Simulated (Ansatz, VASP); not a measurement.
**CuI: VASP beside Ansatz**

File INCAR:

```
SYSTEM = CuI
PREC = Accurate ; ENCUT = 520
EDIFF = 1E-6 ; ISMEAR = 0
SIGMA = 0.01 ; LREAL = .FALSE.
LASPH = .TRUE. ; NELM = 150
ALGO = Normal ; ISIF = 2
LWAVE = .FALSE. ; LCHARG = .FALSE.
LNONCOLLINEAR = .TRUE. ; MAGMOM = 0 0 0 0 0 0
LORBIT = 11 ; LSORBIT = .TRUE.
GGA_COMPAT = .FALSE. ; LORBMOM = .TRUE.
LMAXMIX = 4 ; GGA = PS
NBANDS = 30
```

The input KPOINTS:

```
regular mesh
0
G
  6 6 6
  0 0 0
```

File POSCAR:

```
CuI
1.0
    3.0152293324      3.0152293324      0.0000000000
   -3.0152293324      3.0152293324      0.0000000000
    0.0000000000      3.0152293324      3.0152293324
Cu I
1 1
Direct
    0.7500000000      0.2500000000      0.5000000000
    0.0000000000      0.0000000000      0.0000000000
```

Input for Ansatz:

```yaml
crystal:
  lattice:
    - [3.01522933239, 3.01522933239, 0.0]
    - [-3.01522933239, 3.01522933239, 0.0]
    - [0.0, 3.01522933239, 3.01522933239]
  atoms:
    - { symbol: Cu, position: [0.75, 0.25, 0.5] }
    - { symbol: I, position: [0.0, 0.0, 0.0] }
kpoints:
  mp_grid: { grid: [6, 6, 6] }
scf:
  occupations: { method: fixed }
  convergence: { dr2_threshold: 1.0e-10 }
hamiltonian:
  xc: pbesol
  pseudopotentials: { kind: all_electron, lapw: { basis_error: 0.0005 } }
magnetization:
  noncollinear: true
  spin_orbit: true
output:
  forces: true
  stress: true
  eigenstates:
    kpoints:
      - [0.0, 0.0, 0.0]
      - [-0.5, -0.5, -0.5]
      - [-0.5, 0.5, 0.0]
      - [0.0, 0.0, -0.5]
      - [0.0, -0.5, -0.5]
      - [0.0, 0.5, 0.0]
      - [-0.5, 0.0, 0.0]
      - [-0.5, 0.0, -0.5]
  eigenvalues: true
```

Alike in both runs: task single point; functional PBEsol; k mesh 6 × 6 × 6; non-collinear spin, spin-orbit coupling.

```csv
,VASP,Ansatz
version,VASP 6.6.1,Ansatz 0.2.0
potentials or method,"VASP PAW PBE potentials, release 64 (Cu, I), cutoff 520 eV",all-electron LAPW
occupations,"gaussian, width 0.01 eV",fixed
```

Ansatz gave:

| Property | Result |
| --- | --- |
| pressure (GPa) | -1.9 |
| net moment per atom (μB) | 0.00 |

Q: What did VASP give for the same quantities?

A: Pressure (GPa): -1.8; net moment per atom (μB): 0.00.

VASP's potentials were made for PBE, not for PBEsol. Ansatz ran all-electron here, and VASP with PAW potentials.
